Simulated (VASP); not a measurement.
# Ta2N3 (Pnma) in VASP: single point with PBEsol

Aim: the single point of Ta2N3 with PBEsol.

Program: VASP 6.6.1. These are calculated values, not measurements. Logs are shortened: lines on timing, memory, paths and dates and some standing lists are left out, and cuts for length are marked.

**1. The cell of the first run**

It takes space group Pnma (No. 62, orthorhombic). Conventional cell: a = 7.890 Å, b = 2.858 Å, c = 7.658 Å, α = 90.00°, β = 90.00°, γ = 90.00°. Within 3.0 Å of Ta (site symmetry m) lie 7 N at 2.00 to 2.09 Å and 6 Ta at 2.80 to 3.00 Å. Ta (site symmetry m) has 8 N at 2.07 to 2.36 Å and 6 Ta at 2.80 to 3.00 Å within 3.0 Å. N (site symmetry m) has 5 Ta at 2.05 to 2.11 Å and 7 N at 2.47 to 2.68 Å within 2.7 Å. N (site symmetry m) has 5 Ta at 2.00 to 2.09 Å and 6 N at 2.34 to 2.68 Å within 2.7 Å. N (site symmetry m) has 5 Ta at 2.03 to 2.36 Å and 7 N at 2.34 to 2.65 Å within 2.7 Å.

**2. Single point, PBEsol (8.64 Å³/atom)**

Contents of INCAR:

```
  PREC = Accurate
  ENCUT = 520
  EDIFF = 1E-7
  ISMEAR = 0
  SIGMA = 0.1
  LREAL = Auto
  LASPH = T
  NELM = 60
  ALGO = Fast
  ISIF = 2
  LWAVE = F
  LCHARG = F
  GGA = PS
  NBANDS = 90
```

Contents of KPOINTS:

```
Automatic mesh
0
Gamma
  6 12 6
```

Contents of POSCAR:

```
Ta2N3
1.0
    7.8902409455      0.0000000000      0.0000000000
    0.0000000000      2.8580295615      0.0000000000
    0.0000000000      0.0000000000      7.6584365513
Ta N
8 12
Direct
    0.0205744059      0.2500000000      0.6865257118
    0.9794255941      0.7500000000      0.3134742882
    0.4794255941      0.7500000000      0.1865257118
    0.5205744059      0.2500000000      0.8134742882
    0.1957007319      0.2500000000      0.0050597407
    0.8042992681      0.7500000000      0.9949402593
    0.3042992681      0.7500000000      0.5050597407
    0.6957007319      0.2500000000      0.4949402593
    0.4545376994      0.2500000000      0.3767601249
    0.5454623006      0.7500000000      0.6232398751
    0.0454623006      0.7500000000      0.8767601249
    0.9545376994      0.2500000000      0.1232398751
    0.1223036984      0.2500000000      0.4469993289
    0.8776963016      0.7500000000      0.5530006711
    0.3776963016      0.7500000000      0.9469993289
    0.6223036984      0.2500000000      0.0530006711
    0.2768995479      0.2500000000      0.7084107295
    0.7231004521      0.7500000000      0.2915892705
    0.2231004521      0.7500000000      0.2084107295
    0.7768995479      0.2500000000      0.7915892705
```

Potentials or basis: VASP PAW PBE potentials, release 64 (Ta_pv, N).

Run with:

```bash
$ cat potpaw_PBE.64/Ta_pv/POTCAR potpaw_PBE.64/N/POTCAR > POTCAR
$ mpirun -np 1 vasp_std > vasp.out
```

OUTCAR:

```text
PREC = Accurate
   ENCUT = 520
   EDIFF = 1E-7
   ISMEAR = 0
   LREAL = Auto
   LASPH = T
   NELM = 60
   ISIF = 2
   GGA = PS

 ion  position               nearest neighbor table
   1  0.021  0.250  0.687-  13 2.00  17 2.03  11 2.05  11 2.05  20 2.08  14 2.09  14 2.09   5 2.80
                             8 2.95   7 3.00   7 3.00   2 3.21   2 3.21   6 3.25   6 3.25
   2  0.979  0.750  0.313-  14 2.00  18 2.03  12 2.05  12 2.05  19 2.08  13 2.09  13 2.09   6 2.80
                             7 2.95   8 3.00   8 3.00   1 3.21   1 3.21   5 3.25   5 3.25
   3  0.479  0.750  0.187-  15 2.00  19 2.03   9 2.05   9 2.05  18 2.08  16 2.09  16 2.09   7 2.80
                             6 2.95   5 3.00   5 3.00   4 3.21   4 3.21   8 3.25   8 3.25
   4  0.521  0.250  0.813-  16 2.00  20 2.03  10 2.05  10 2.05  17 2.08  15 2.09  15 2.09   8 2.80
                             5 2.95   6 3.00   6 3.00   3 3.21   3 3.21   7 3.25   7 3.25
   5  0.196  0.250  0.005-  15 2.07  15 2.07  11 2.10  11 2.10  12 2.11  19 2.12  19 2.12  17 2.36
                             1 2.80   4 2.95   3 3.00   3 3.00   2 3.25   2 3.25   6 3.40   6 3.40
   6  0.804  0.750  0.995-  16 2.07  16 2.07  12 2.10  12 2.10  11 2.11  20 2.12  20 2.12  18 2.36
                             2 2.80   3 2.95   4 3.00   4 3.00   1 3.25   1 3.25   5 3.40   5 3.40
   7  0.304  0.750  0.505-  13 2.07  13 2.07   9 2.10   9 2.10  10 2.11  17 2.12  17 2.12  19 2.36
                             3 2.80   2 2.95   1 3.00   1 3.00   4 3.25   4 3.25   8 3.40   8 3.40
   8  0.696  0.250  0.495-  14 2.07  14 2.07  10 2.10  10 2.10   9 2.11  18 2.12  18 2.12  20 2.36
                             4 2.80   1 2.95   2 3.00   2 3.00   3 3.25   3 3.25   7 3.40   7 3.40
   9  0.455  0.250  0.377-   3 2.05   3 2.05   7 2.10   7 2.10   8 2.11
  10  0.545  0.750  0.623-   4 2.05   4 2.05   8 2.10   8 2.10   7 2.11
  11  0.045  0.750  0.877-   1 2.05   1 2.05   5 2.10   5 2.10   6 2.11
  12  0.955  0.250  0.123-   2 2.05   2 2.05   6 2.10   6 2.10   5 2.11
  13  0.122  0.250  0.447-   1 2.00   7 2.07   7 2.07   2 2.09   2 2.09
  14  0.878  0.750  0.553-   2 2.00   8 2.07   8 2.07   1 2.09   1 2.09
  15  0.378  0.750  0.947-   3 2.00   5 2.07   5 2.07   4 2.09   4 2.09
  16  0.622  0.250  0.053-   4 2.00   6 2.07   6 2.07   3 2.09   3 2.09
  17  0.277  0.250  0.708-   1 2.03   4 2.08   7 2.12   7 2.12   5 2.36
  18  0.723  0.750  0.292-   2 2.03   3 2.08   8 2.12   8 2.12   6 2.36
  19  0.223  0.750  0.208-   3 2.03   2 2.08   5 2.12   5 2.12   7 2.36
  20  0.777  0.250  0.792-   4 2.03   1 2.08   6 2.12   6 2.12   8 2.36

  LATTYP: Found a simple orthorhombic cell.
 ALAT       =     2.8580295615
 B/A-ratio  =     2.6796211818
 C/A-ratio  =     2.7607275487

  Lattice vectors:

 A1 = (   0.0000000000,   2.8580295615,   0.0000000000)
 A2 = (   0.0000000000,   0.0000000000,   7.6584365513)
 A3 = (   7.8902409455,   0.0000000000,   0.0000000000)

Analysis of symmetry for initial positions (statically):
=====================================================================
 Subroutine PRICEL returns:
 Original cell was already a primitive cell.

[... 177 lines left out ...]
   IMIX   =      4    mixing-type and parameters
     AMIX     =   0.40;   BMIX     =  1.00
     AMIX_MAG =   1.60;   BMIX_MAG =  1.00
  volume/ion in A,a.u.               =       8.64        58.27
  Fermi-wavevector in a.u.,A,eV,Ry     =   1.554998  2.938519 32.899123  2.418017
  Thomas-Fermi vector in A             =   2.659003
   LORBIT       =      0    0 simple, 1 ext, 2 COOP (PROOUT), +10 PAW based schemes
   GGA     = PS    functional components
   LHFCALC =     F    Hartree Fock is set to
   AEXX    =    0.0000 exact exchange contribution
   IVDW    =     0    specifies the selected vdW correction
   LEPSILON=     F    determine dielectric tensor
   LRPA    =     F    only Hartree local field effects (RPA)
 non-spin polarized calculation
 RMM-DIIS sequential band-by-band and
 Gauss-broadening in eV      SIGMA  =   0.10
  energy-cutoff  :      520.00
  volume of cell :      172.70
 maximum number of plane-waves:      4679
 NGX is ok and might be reduce to    60
   NGX = 29   NGY = 11   NGZ = 29

 number of electron     148.0000000 magnetization

 Free energy of the ion-electron system (eV)
  ---------------------------------------------------
  ext. energy  EPLUGINS =         0.00000000
  ---------------------------------------------------
  free energy    TOTEN  =      -223.66998527 eV

  energy without entropy =     -223.64411753  energy(sigma->0) =     -223.65705140

 E-fermi :   9.5413     XC(G=0): -14.1978

 val. band max:        9.5390706977   @ k =   0.1667   0.0000   0.1667
 cond. band min:       9.5466417752   @ k =   0.0000   0.4167   0.0000
 fundamental gap:      0.0075710775
 Fermi energy:         9.5413153509

 k-point     1 :       0.0000    0.0000    0.0000
  band No.  band energies     occupation
      1     -26.5314      2.00000
      2     -26.3142      2.00000
      3     -26.2486      2.00000
      4     -26.1972      2.00000
      5     -26.1783      2.00000
      6     -26.1128      2.00000
[... 2125 lines left out ...]
     85      14.1416      0.00000
     86      14.1490      0.00000

 [... further k-points ...]

 [bands above 86 left out]

------------------------ aborting loop because EDIFF is reached ----------------------------------------

  FORCE on cell =-STRESS in cart. coord.  units (eV):
  Direction    XX          YY          ZZ          XY          YZ          ZX
  --------------------------------------------------------------------------------------
  -------------------------------------------------------------------------------------
  Total       65.8751755     65.5319528     65.6906140      0.0000000      0.0000000      0.0000000
  in kB      611.1323410    607.9482207    609.4201403      0.0000000      0.0000000      0.0000000
  external PRESSURE =     609.5002340 kB  Pullay stress =       0.0000000 kB

 VOLUME and BASIS-vectors are now :
 -----------------------------------------------------------------------------
  energy-cutoff  :      520.00
  volume of cell :      172.70
      direct lattice vectors                 reciprocal lattice vectors
     7.890240946  0.000000000  0.000000000     0.126738842  0.000000000  0.000000000
     0.000000000  2.858029561  0.000000000     0.000000000  0.349891412  0.000000000
     0.000000000  0.000000000  7.658436551     0.000000000  0.000000000  0.130574954

 POSITION                                       TOTAL-FORCE (eV/Angst)
 -----------------------------------------------------------------------------------
      0.16234      0.71451      5.25771        -0.014357      0.000000      0.038616
      7.72790      2.14352      2.40072         0.014357     -0.000000     -0.038616
      3.78278      2.14352      1.42850         0.014357      0.000000      0.038616
      4.10746      0.71451      6.22994        -0.014357     -0.000000     -0.038616
      1.54413      0.71451      0.03875         0.005706     -0.000000      0.000098
      6.34612      2.14352      7.61969        -0.005706     -0.000000     -0.000098
[... 12 lines left out ...]
      1.76032      2.14352      1.59610        -0.021506      0.000000      0.027621
      6.12992      0.71451      6.06234         0.021506     -0.000000     -0.027621
 -----------------------------------------------------------------------------------
    total drift:                                0.000000     -0.000000     -0.000000

  FREE ENERGIE OF THE ION-ELECTRON SYSTEM (eV)
  ---------------------------------------------------
  free  energy   TOTEN  =      -223.6699852718 eV

  energy  without entropy=     -223.6441175311  energy(sigma->0) =     -223.65705140
```

stdout:

```text
POSCAR found type information on POSCAR TaN
 POSCAR found :  2 types and      20 ions
 scaLAPACK will be used
 -----------------------------------------------------------------------------
|                                                                             |
|                                                                             |
|     You enforced a specific xc type in the INCAR file but a different       |
|     I HOPE YOU KNOW WHAT YOU ARE DOING!                                     |
|                                                                             |
 -----------------------------------------------------------------------------

 LDA part: xc-table for (Slater+PW92), standard interpolation
 POSCAR, INCAR and KPOINTS ok, starting setup
 FFT: planning ... GRIDC
 FFT: planning ... GRID_SOFT
 FFT: planning ... GRID
 WAVECAR not read
 entering main loop
```

It took 67 min on 1 thread of Oxide Virtual Turin-like, shared host; peak memory 1 GiB.

What came out:

```yaml
Free_energy: -223.6700 eV
Pressure: 61.0 GPa
Largest_force: 0.043 eV/Å
Band_gap_on_the_k_mesh: zero (bands 74 and 75 overlap by 1.51 eV)
```

Forces on the atoms (eV/Å):
```
Ta  -0.014  0.000  0.039
Ta   0.014  0.000 -0.039
Ta   0.014  0.000  0.039
Ta  -0.014  0.000 -0.039
Ta   0.006  0.000  0.000
Ta  -0.006  0.000  0.000
Ta  -0.006  0.000  0.000
Ta   0.006  0.000  0.000
N    0.010  0.000  0.018
N   -0.010  0.000 -0.018
N   -0.010  0.000  0.018
N    0.010  0.000 -0.018
N    0.007  0.000 -0.043
N   -0.007  0.000  0.043
N   -0.007  0.000 -0.043
N    0.007  0.000  0.043
N    0.022  0.000  0.028
N   -0.022  0.000 -0.028
N   -0.022  0.000  0.028
N    0.022  0.000 -0.028
```

Stress tensor (GPa, compression positive):
```
61.11  0.00  0.00
 0.00 60.79  0.00
 0.00  0.00 60.94
```

Caveat: the cell stands under pressure; the PAW data sets were made with another functional, which shifts forces and pressure a little; spin-orbit coupling is left out, which moves the levels of the heavy elements.
